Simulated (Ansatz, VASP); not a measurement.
**Ge4MoW in VASP and in Ansatz**

```
Ge Mo W
1.0
     3.57199    0.00000    0.00000
     0.00000    3.57199    0.00000
     0.00000    0.00000    8.81378
Ge Mo W
4 1 1
Cartesian
  0.0000 0.0000 2.9376
  1.7860 1.7860 7.3445
  0.0000 0.0000 5.8761
  1.7860 1.7860 1.4693
  1.7860 1.7860 4.4069
  0.0000 0.0000 0.0000
```

Alike in both runs: task relaxation of cell and atoms; functional PBE; k mesh 6 × 6 × 2; occupations gaussian, width 0.1 eV; no spin polarisation.

|  | VASP | Ansatz |
| --- | --- | --- |
| version | VASP 6.6.1 | Ansatz 0.2.0 |
| potentials or method | VASP PAW PBE potentials, release 64 (Ge_d, Mo_sv, W_sv), cutoff 600 eV | scalar-relativistic, plane waves, PAW |
| valence electrons in the cell | 84 | 84 |

```tsv
	VASP	Ansatz	Ansatz less VASP
gap on the k mesh at the Fermi level, each at its own relaxed structure (eV)	none	none	-
relaxed volume (Å³/atom)	15.45	15.42	-0.030
relaxed cell length with the largest relative difference (Å)	3.339	3.336	-0.0029
```

A gap of «none» marks a metal or a gap that the smearing closes.

Neither program's run includes spin-orbit coupling. Noted on VASP's run: the volume moved by over 15 % at a fixed basis, so the end points are rough.
